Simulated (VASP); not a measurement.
Crystal: In3As.

```
CELL_PARAMETERS angstrom
-2.90139 2.90139 3.35704
2.90139 -2.90139 3.35704
2.90139 2.90139 -3.35704
ATOMIC_POSITIONS crystal
In 0.50000 0.50000 0.00000
In 0.50000 0.00000 0.50000
In 0.00000 0.50000 0.50000
As 0.00000 0.00000 0.00000
```

```yaml
Program: VASP 6.6.1
Task: relaxation of cell and atoms
Functional: PBE
Potentials_or_basis: VASP PAW PBE potentials, release 64 (In_d, As)
Cutoff: 600 eV
k_mesh: 4 × 4 × 4
Occupations: gaussian, width 0.1 eV
Spin: no spin polarisation
```

At the start: pressure -0.0 GPa; volume 28.26 Å³/atom.

Q: Where does the relaxation end?

A: Over 13 steps the energy falls by 30.5 meV/atom and the volume is 26.53 Å³/atom (-6.1 %); space group Im-3m (No. 229, to 0.05 Å).

Step by step:
```csv
step,energy change (eV),largest force (eV/Å),pressure (GPa),volume (Å³)
1,0.0000,0.0000,-0.02,113.04
2,-0.0576,0.0000,-0.85,112.92
3,-0.0700,0.0000,-1.23,112.80
4,-0.0719,0.0000,-1.37,112.75
5,-0.1027,0.0000,-0.18,108.21
6,-0.1062,0.0000,0.38,106.25
7,-0.1136,0.0000,0.46,105.33
8,-0.0604,0.0000,2.12,102.40
9,-0.1163,0.0000,0.52,105.00
10,-0.1162,0.0000,0.94,104.12
11,-0.1175,0.0000,0.75,104.55
12,-0.1209,0.0000,-0.19,106.88
13,-0.1219,0.0000,-0.18,106.11
```

Final structure:
```xyz
4
Lattice="-2.9823 2.9823 2.9827 2.9823 -2.9823 2.9827 2.9823 2.9823 -2.9827" Properties=species:S:1:pos:R:3 pbc="T T T"
In    0.0000    0.0000    2.9827
In    0.0000    2.9823    0.0000
In    2.9823    0.0000    0.0000
As    0.0000    0.0000    0.0000
```

Caveat: the k points lie up to 0.37 Å⁻¹ apart in the final cell.
